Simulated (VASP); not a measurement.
Here is a VASP 6.6.1 calculation.

INCAR

```
SYSTEM = CdTe
ALGO = Normal
EDIFF = 1E-7
ENCUT = 520
GGA = CA
ISIF = 2
ISMEAR = -1
LASPH = .True.
LCHARG = .True.
LELF = .True.
LREAL = .False.
LVHAR = .True.
LWAVE = .False.
NBANDS = 16
NELM = 60
PREC = Accurate
SIGMA = 0.05
```

The input KPOINTS:

```
k-points
0
Gamma
  12 12 12
  0 0 0
```

File POSCAR:

```
CdTe
1.0
    0.0000000000      3.1382987807      3.1382987807
    3.1382987807      0.0000000000      3.1382987807
    3.1382987807      3.1382987807      0.0000000000
Cd Te
1 1
Direct
    0.0000000000      0.0000000000      0.0000000000
    0.2500000000      0.2500000000      0.2500000000
```

Potentials or basis: VASP PAW LDA potentials, release 64 (Cd, Te).

Command:

```sh
$ cat potpaw_LDA.64/Cd/POTCAR potpaw_LDA.64/Te/POTCAR > POTCAR
$ mpirun -np 1 vasp_std > vasp.out
```

Question: Estimate the band gap on the k mesh.

Answer: 0.85 eV.

Question: What does it give for the pressure?

Answer: 3.7 GPa.

Caveat: the cell stands under pressure; spin-orbit coupling is left out, which moves the levels of the heavy elements.
